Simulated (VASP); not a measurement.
# C: single point with PBEsol

Crystal: C.

```
C
1.0
     0.00000    1.83366    1.68697
     1.83366    0.00000    1.68697
     1.83366    1.83366    0.00000
C
2
Cartesian
  1.8337 1.8337 1.6870
  2.7505 2.7505 2.5305
```

This cell differs from its parent crystal: ratio of the length along z to the lengths across it x 0.92, volume and fractional coordinates fixed.

- Program: VASP 6.6.1
- Task: single point
- Functional: PBEsol
- Potentials or basis: VASP PAW PBE potentials, release 64 (C)
- Cutoff: 520 eV
- k mesh: 12 × 12 × 12
- Occupations: gaussian, width 0.05 eV
- Spin: no spin polarisation
- Dipole correction: no
- Further INCAR settings: ALGO = Normal; EDIFF = 1e-06; NBANDS = 11

The pressure is -3.7 GPa. The band gap on the k mesh is 1.99 eV, indirect (least direct gap 4.17 eV).

Stress tensor (GPa, compression positive):
```
-26.98   0.00   0.00
  0.00 -26.98   0.00
  0.00   0.00  42.87
```

Levels at points of the mesh, in eV from the valence-band top:
| k point | band 2 | band 3 | band 4 | band 5 | band 6 | band 7 |
| --- | --- | --- | --- | --- | --- | --- |
| (0.00, 0.00, 0.00) | -1.15 | -1.15 | 0.00 | 4.17 | 5.18 | 5.18 |
| (0.50, 0.00, 0.00) | -14.21 | -4.27 | -2.88 | 6.52 | 7.24 | 9.48 |
| (0.50, 0.50, 0.00) | -12.64 | -7.88 | -7.88 | 2.57 | 2.57 | 16.24 |
| (0.50, 0.00, 0.50) | -13.95 | -6.63 | -6.63 | 4.54 | 4.54 | 15.54 |

Wall time 7.7 s on 1 thread of Intel(R) Xeon(R) 6975P-C (Granite Rapids), with other jobs on the host, peak memory 0.12 GiB.

Caveat: the PAW data sets were made with another functional, which shifts forces and pressure a little. A k mesh can miss the band edges.
